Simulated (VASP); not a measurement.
A run of VASP 6.6.1:

INCAR

```
SYSTEM = Ir
ALGO     = Normal         ! electronic algorithm
EDIFF    = 1E-7           ! SCF threshold, eV
ENCUT    = 520            ! plane-wave cutoff, eV
ISIF     = 2              ! what is computed and relaxed
ISMEAR   = 0              ! smearing method
LASPH    = .TRUE.         ! aspherical terms in the spheres
LCHARG   = .FALSE.        ! write CHGCAR
LREAL    = .FALSE.        ! projectors in reciprocal space
LWAVE    = .FALSE.        ! write WAVECAR
NBANDS   = 16             ! bands
NELM     = 100            ! most SCF steps
PREC     = Accurate       ! precision mode
SIGMA    = 0.15           ! smearing width, eV
```

File KPOINTS:

```
k-points
0
G
  18 18 10
  0 0 0
```

File POSCAR:

```
Ir
1.0
    2.7684000000      0.0000000000      0.0000000000
   -1.3842000000      2.3975047278      0.0000000000
    0.0000000000      0.0000000000      4.2400000000
Ir
2
Direct
    0.6666666667      0.3333333333      0.7500000000
    0.3333333333      0.6666666667      0.2500000000
```

Potentials or basis: VASP PAW LDA potentials, release 64 (Ir).

Command:

```sh
$ cat potpaw_LDA.64/Ir/POTCAR > POTCAR
$ mpirun -np 1 vasp_std > vasp.out
```

Hardware: 1 thread of AMD EPYC 9R45 96-Core Processor (Zen 5) (shared host).

Task: How long does it take, and how much memory?

Result: Run time: 35 s on 1 thread of AMD EPYC 9R45 96-Core Processor (Zen 5), with other jobs on the host, peak memory 0.17 GiB. Counts: scf iterations 12, k points 222.
